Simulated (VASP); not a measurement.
# Ba2NaReH6 (Fm-3m) in VASP: single point with r2SCAN

Aim: the single point of Ba2NaReH6 with r2SCAN.

Everything below comes from runs of VASP 6.6.1. Logs are shortened: lines on timing, memory, paths and dates and some standing lists are left out, and cuts for length are marked.

## Step 1: The cell of the first run

Symmetry: Fm-3m, No. 225, cubic system. The conventional cell has a = 8.185 Å, b = 8.185 Å, c = 8.185 Å, α = 90.00°, β = 90.00°, γ = 90.00°. Within 3.0 Å of Na (site symmetry m-3m) lie 6 H at 2.26 Å. Within 3.8 Å of Ba (site symmetry -43m) lie 12 H at 2.90 Å and 4 Na at 3.54 Å and 4 Re at 3.54 Å. Re (site symmetry m-3m) has 6 H at 1.83 Å within 2.4 Å. H (site symmetry 4mm) has 1 Re at 1.83 Å and 1 Na at 2.26 Å within 2.4 Å.

## Step 2: Single point, r2SCAN

POSCAR

```
Ba2NaReH6
1.0
    0.0000000000      4.0923100000      4.0923100000
    4.0923100000      0.0000000000      4.0923100000
    4.0923100000      4.0923100000      0.0000000000
Na Ba Re H
1 2 1 6
Direct
    0.5000000000      0.5000000000      0.5000000000
    0.2500000000      0.2500000000      0.2500000000
    0.7500000000      0.7500000000      0.7500000000
    0.0000000000      0.0000000000      0.0000000000
    0.7760000000      0.2240000000      0.2240000000
    0.2240000000      0.7760000000      0.2240000000
    0.2240000000      0.7760000000      0.7760000000
    0.7760000000      0.2240000000      0.7760000000
    0.2240000000      0.2240000000      0.7760000000
    0.7760000000      0.7760000000      0.2240000000
```

INCAR.step1

```
SYSTEM = Ba2NaReH6
PREC = Accurate ; ENCUT = 520
ISMEAR = -1 ; SIGMA = 0.1
LREAL = .FALSE. ; LASPH = .TRUE.
NELM = 60 ; NBANDS = 31
GGA = PE ; ALGO = Normal
EDIFF = 1E-4 ; LWAVE = .TRUE.
LCHARG = .FALSE.
```

INCAR.step2

```
SYSTEM = Ba2NaReH6
PREC = Accurate ; ENCUT = 520
EDIFF = 1E-6 ; ISMEAR = -1
SIGMA = 0.1 ; LREAL = .FALSE.
LASPH = .TRUE. ; NELM = 60
ALGO = Normal ; ISIF = 2
LWAVE = .FALSE. ; LCHARG = .FALSE.
METAGGA = R2SCAN ; LMIXTAU = .TRUE.
NBANDS = 31 ; ISTART = 1
```

KPOINTS

```
Automatic mesh
0
G
  6 6 6
  0 0 0
```

Potentials or basis: VASP PAW PBE potentials, release 64 (Na_pv, Ba_sv, Re, H).

Command:

```sh
cat potpaw_PBE.64/Na_pv/POTCAR potpaw_PBE.64/Ba_sv/POTCAR potpaw_PBE.64/Re/POTCAR potpaw_PBE.64/H/POTCAR > POTCAR
cp INCAR.step1 INCAR
mpirun -np 1 vasp_std > vasp.out
cp INCAR.step2 INCAR
mpirun -np 1 vasp_std > vasp.out
```

OUTCAR:

```text
SYSTEM = Ba2NaReH6
   PREC = Accurate
   ENCUT = 520
   EDIFF = 1E-6
   ISMEAR = -1
   LREAL = .FALSE.
   LASPH = .TRUE.
   NELM = 60
   ISIF = 2
   METAGGA = R2SCAN
   ISTART = 1

 ion  position               nearest neighbor table
   1  0.500  0.500  0.500-   2 3.54   2 3.54   2 3.54   3 3.54   3 3.54   3 3.54   3 3.54   2 3.54

   2  0.250  0.250  0.250-   4 3.54   4 3.54   4 3.54   1 3.54   1 3.54   1 3.54   4 3.54   1 3.54
                             3 4.09   3 4.09   3 4.09   3 4.09   3 4.09   3 4.09
   3  0.750  0.750  0.750-   1 3.54   1 3.54   1 3.54   4 3.54   4 3.54   4 3.54   4 3.54   1 3.54
                             2 4.09   2 4.09   2 4.09   2 4.09   2 4.09   2 4.09
   4  0.000  0.000  0.000-   5 1.83   6 1.83   7 1.83   8 1.83   9 1.83  10 1.83   3 3.54   3 3.54
                             3 3.54   2 3.54   2 3.54   2 3.54   3 3.54   2 3.54
   5  0.776  0.224  0.224-   4 1.83
   6  0.224  0.776  0.224-   4 1.83
   7  0.224  0.776  0.776-   4 1.83
   8  0.776  0.224  0.776-   4 1.83
   9  0.224  0.224  0.776-   4 1.83
  10  0.776  0.776  0.224-   4 1.83

  LATTYP: Found a face centered cubic cell.
 ALAT       =     8.1846200000

  Lattice vectors:

 A1 = (   0.0000000000,   4.0923100000,   4.0923100000)
 A2 = (   4.0923100000,   0.0000000000,   4.0923100000)
 A3 = (   4.0923100000,   4.0923100000,   0.0000000000)

Analysis of symmetry for initial positions (statically):
=====================================================================
 Subroutine PRICEL returns:
 Original cell was already a primitive cell.

 Routine SETGRP: Setting up the symmetry group for a
 face centered cubic supercell.

 Subroutine GETGRP returns: Found 48 space group operations
 (whereof 48 operations were pure point group operations)
 out of a pool of 48 trial point group operations.

The static configuration has the point symmetry O_h .

Analysis of symmetry for dynamics (positions and initial velocities):
=====================================================================
 Subroutine PRICEL returns:
 Original cell was already a primitive cell.

 Routine SETGRP: Setting up the symmetry group for a
 face centered cubic supercell.

 Subroutine GETGRP returns: Found 48 space group operations
 (whereof 48 operations were pure point group operations)
 out of a pool of 48 trial point group operations.

The dynamic configuration has the point symmetry O_h .

 Subroutine INISYM returns: Found 48 space group operations
 (whereof 48 operations are pure point group operations),
 and found     1 'primitive' translations

----------------------------------------------------------------------------------------

                                     Primitive cell

  volume of cell :     137.0678

  direct lattice vectors                    reciprocal lattice vectors
     0.000000000  4.092310000  4.092310000    -0.122180382  0.122180382  0.122180382
     4.092310000  0.000000000  4.092310000     0.122180382 -0.122180382  0.122180382
     4.092310000  4.092310000  0.000000000     0.122180382  0.122180382 -0.122180382

  length of vectors
     5.787400303  5.787400303  5.787400303     0.211622630  0.211622630  0.211622630

  position of ions in fractional coordinates (direct lattice)
     0.500000000  0.500000000  0.500000000
     0.250000000  0.250000000  0.250000000
     0.750000000  0.750000000  0.750000000
     0.000000000  0.000000000  0.000000000
     0.776000000  0.224000000  0.224000000
     0.224000000  0.776000000  0.224000000
     0.224000000  0.776000000  0.776000000
     0.776000000  0.224000000  0.776000000
     0.224000000  0.224000000  0.776000000
     0.776000000  0.776000000  0.224000000

  ion indices of the primitive-cell ions
   primitive index   ion index
                 1           1
                 2           2
                 3           3
                 4           4
                 5           5
                 6           6
                 7           7
                 8           8
                 9           9
                10          10

----------------------------------------------------------------------------------------

 KPOINTS: Automatic mesh

Automatic generation of k-mesh.
 Grid dimensions read from file:
 generate k-points for:    6    6    6

 Generating k-lattice:

  Cartesian coordinates                     Fractional coordinates (reciprocal lattice)
    -0.020363397  0.020363397  0.020363397     0.166666667  0.000000000  0.000000000
     0.020363397 -0.020363397  0.020363397     0.000000000  0.166666667  0.000000000
     0.020363397  0.020363397 -0.020363397     0.000000000  0.000000000  0.166666667

  Length of vectors
     0.035270438  0.035270438  0.035270438

  Shift w.r.t. Gamma in fractional coordinates (k-lattice)
     0.000000000  0.000000000  0.000000000

 Subroutine IBZKPT returns following result:
 ===========================================

 Found     16 irreducible k-points:

 Following reciprocal coordinates:
            Coordinates               Weight
  0.000000  0.000000  0.000000      1.000000
  0.166667  0.000000  0.000000      8.000000
  0.333333  0.000000  0.000000      8.000000
  0.500000  0.000000  0.000000      4.000000
  0.166667  0.166667  0.000000      6.000000
  0.333333  0.166667  0.000000     24.000000
[... 8 lines left out ...]
 -0.333333  0.333333  0.166667     24.000000
 -0.333333  0.500000  0.166667     12.000000
   k-points           NKPTS =     16   k-points in BZ     NKDIM =     16   number of bands    NBANDS=     31
   number of dos      NEDOS =    301   number of ions     NIONS =     10
   total plane-waves  NPLWV = 110592
   dimension x,y,z NGX =    48 NGY =   48 NGZ =   48
   dimension x,y,z NGXF=    96 NGYF=   96 NGZF=   96
   ions per type =               1   2   1   6
   NGX,Y,Z   is equivalent  to a cutoff of  13.79, 13.79, 13.79 a.u.
   NGXF,Y,Z  is equivalent  to a cutoff of  27.58, 27.58, 27.58 a.u.
 SYSTEM =  Ba2NaReH6
   PREC   = accura    normal or accurate (medium, high low for compatibility)
   ISTART =      1    job   : 0-new  1-cont  2-samecut
   ICHARG =      0    charge: 1-file 2-atom 10-const
   ISPIN  =      1    spin polarized calculation?
   LNONCOLLINEAR =      F non collinear calculations
   LSORBIT =      F    spin-orbit coupling
   LASPH  =      T    aspherical Exc in radial PAW
   ENCUT  =  520.0 eV  38.22 Ry    6.18 a.u.  10.76 10.76 10.76*2*pi/ulx,y,z
   NELM   =     60;   NELMIN=  2; NELMDL=  0     # of ELM steps
   EDIFF  = 0.1E-05   stopping-criterion for ELM
   LREAL  =      F    real-space projection
   EDIFFG = 0.1E-04   stopping-criterion for IOM
   NSW    =      0    number of steps for IOM
   IBRION =     -1    ionic relax: 0-MD 1-quasi-New 2-CG
   NFREE  =      0    steps in history (QN), initial steepest desc. (CG)
   ISIF   =      2    stress and relaxation
   ISYM   =      2    0-nonsym 1-usesym 2-fastsym
   POTIM  = 0.5000    time-step for ionic-motion
   TEBEG  =    0.0;   TEEND  =   0.0 temperature during run
   PSTRESS=    0.0 pullay stress
   NELECT =      40.0000    total number of electrons
   NUPDOWN=      -1.0000    fix difference up-down
   EMIN   =  10.00;   EMAX   =-10.00  energy-range for DOS
   EFERMI =   0.00;   METHOD = LEGACY
   ISMEAR =    -1;   SIGMA  =   0.10  broadening in eV -4-tet -1-fermi 0-gaus
   EFERMI_NEDOS =   21; number of points for ismear=-14 and -15
   IALGO  =     38    algorithm
   IMIX   =      4    mixing-type and parameters
     AMIX     =   0.40;   BMIX     =  1.00
     AMIX_MAG =   1.60;   BMIX_MAG =  1.00
  volume/ion in A,a.u.               =      13.71        92.50
  Fermi-wavevector in a.u.,A,eV,Ry     =   1.085883  2.052021 16.043195  1.179142
  Thomas-Fermi vector in A             =   2.222007
   LORBIT       =      0    0 simple, 1 ext, 2 COOP (PROOUT), +10 PAW based schemes
   METAGGA = R2SCAN    functional components
   LHFCALC =     F    Hartree Fock is set to
   AEXX    =    0.0000 exact exchange contribution
   IVDW    =     0    specifies the selected vdW correction
   LEPSILON=     F    determine dielectric tensor
   LRPA    =     F    only Hartree local field effects (RPA)
 non-spin polarized calculation
  energy-cutoff  :      520.00
  volume of cell :      137.07
 maximum number of plane-waves:      3717
 NGX is ok and might be reduce to    48
   NGX = 21   NGY = 21   NGZ = 21

 number of electron      39.9999996 magnetization

 Free energy of the ion-electron system (eV)
  ---------------------------------------------------
  ext. energy  EPLUGINS =         0.00000000
  ---------------------------------------------------
  free energy    TOTEN  =      -133.86666243 eV

  energy without entropy =     -133.86577371  energy(sigma->0) =     -133.86621807

 E-fermi :   3.5656     XC(G=0):  -9.9695

 val. band max:        2.8640056879   @ k =   0.0000   0.0000   0.0000
 cond. band min:       4.1793235371   @ k =   0.5000   0.5000   0.0000
 fundamental gap:      1.3153178492
 Fermi energy:         3.5656374172

 k-point     1 :       0.0000    0.0000    0.0000
  band No.  band energies     occupation
      1     -25.8209      2.00000
      2     -25.6860      2.00000
      3     -23.3062      2.00000
      4     -23.3058      2.00000
      5     -23.3058      2.00000
      6     -10.8545      2.00000
[... 23 lines left out ...]
     30       9.5028      0.00000
     31       9.5031      0.00000

 k-point     2 :       0.1667    0.0000    0.0000
  band No.  band energies     occupation
      1     -25.8115      2.00000
      2     -25.6946      2.00000
      3     -23.3062      2.00000
      4     -23.3059      2.00000
      5     -23.3055      2.00000
      6     -10.8459      2.00000
[... 468 lines left out ...]
 k-point    16 :      -0.3333    0.5000    0.1667
  band No.  band energies     occupation
      1     -25.7622      2.00000
      2     -25.7397      2.00000
      3     -23.3062      2.00000
      4     -23.3055      2.00000
      5     -23.3043      2.00000
      6     -11.1498      2.00000
[... 23 lines left out ...]
     30       8.6160      0.00000
     31       8.9101      0.00000

------------------------ aborting loop because EDIFF is reached ----------------------------------------

  FORCE on cell =-STRESS in cart. coord.  units (eV):
  Direction    XX          YY          ZZ          XY          YZ          ZX
  --------------------------------------------------------------------------------------
  -------------------------------------------------------------------------------------
  Total       -0.0410424     -0.0410424     -0.0410424     -0.0000000     -0.0000000      0.0000000
  in kB       -0.4797424     -0.4797424     -0.4797424     -0.0000000     -0.0000000      0.0000000
  external PRESSURE =      -0.4797424 kB  Pullay stress =       0.0000000 kB

 VOLUME and BASIS-vectors are now :
 -----------------------------------------------------------------------------
  energy-cutoff  :      520.00
  volume of cell :      137.07
      direct lattice vectors                 reciprocal lattice vectors
     0.000000000  4.092310000  4.092310000    -0.122180382  0.122180382  0.122180382
     4.092310000  0.000000000  4.092310000     0.122180382 -0.122180382  0.122180382
     4.092310000  4.092310000  0.000000000     0.122180382  0.122180382 -0.122180382

 POSITION                                       TOTAL-FORCE (eV/Angst)
 -----------------------------------------------------------------------------------
      4.09231      4.09231      4.09231        -0.000000      0.000000      0.000000
      2.04616      2.04616      2.04616         0.000000      0.000000     -0.000000
      6.13847      6.13847      6.13847        -0.000000     -0.000000     -0.000000
      0.00000      0.00000      0.00000        -0.000000      0.000000     -0.000000
      1.83335      4.09231      4.09231        -0.168515      0.000000      0.000000
      4.09231      1.83335      4.09231        -0.000000     -0.168515      0.000000
      6.35127      4.09231      4.09231         0.168515      0.000000      0.000000
      4.09231      6.35127      4.09231        -0.000000      0.168515      0.000000
      4.09231      4.09231      1.83335        -0.000000      0.000000     -0.168515
      4.09231      4.09231      6.35127        -0.000000      0.000000      0.168515
 -----------------------------------------------------------------------------------
    total drift:                               -0.000000     -0.000000     -0.000000

  FREE ENERGIE OF THE ION-ELECTRON SYSTEM (eV)
  ---------------------------------------------------
  free  energy   TOTEN  =      -133.8666624265 eV

  energy  without entropy=     -133.8657737098  energy(sigma->0) =     -133.86621807
```

It took 5.5 min on 1 thread of AMD EPYC 7R13 (Zen 3), shared host; peak memory 0.37 GiB.

What came out:

| Property | Result |
| --- | --- |
| Free energy | -133.8667 eV |
| Pressure | 0.0 GPa |
| Largest force | 0.169 eV/Å |
| Band gap on the k mesh | 1.32 eV, indirect (least direct gap 1.65 eV) |

Forces in eV/Å, atoms in the order of the input:
```
Na   0.000  0.000  0.000
Ba   0.000  0.000  0.000
Ba   0.000  0.000  0.000
Re   0.000  0.000  0.000
H   -0.169  0.000  0.000
H    0.000 -0.169  0.000
H    0.169  0.000  0.000
H    0.000  0.169  0.000
H    0.000  0.000 -0.169
H    0.000  0.000  0.169
```

Levels at points of the mesh, in eV from the valence-band top:
```tsv
k point	band 18	band 19	band 20	band 21	band 22	band 23
(0.00, 0.00, 0.00)	0.00	0.00	0.00	2.04	2.66	2.66
(0.50, 0.00, 0.00)	-0.60	-0.27	-0.27	2.26	2.78	2.78
(0.50, 0.50, 0.00)	-0.96	-0.33	-0.33	1.32	1.59	2.71
```

Caveat: the PAW data sets were made with another functional, which shifts forces and pressure a little; spin-orbit coupling is left out, which moves the levels of the heavy elements. r2SCAN opens gaps a little over a GGA but as a rule still falls short of measured ones.
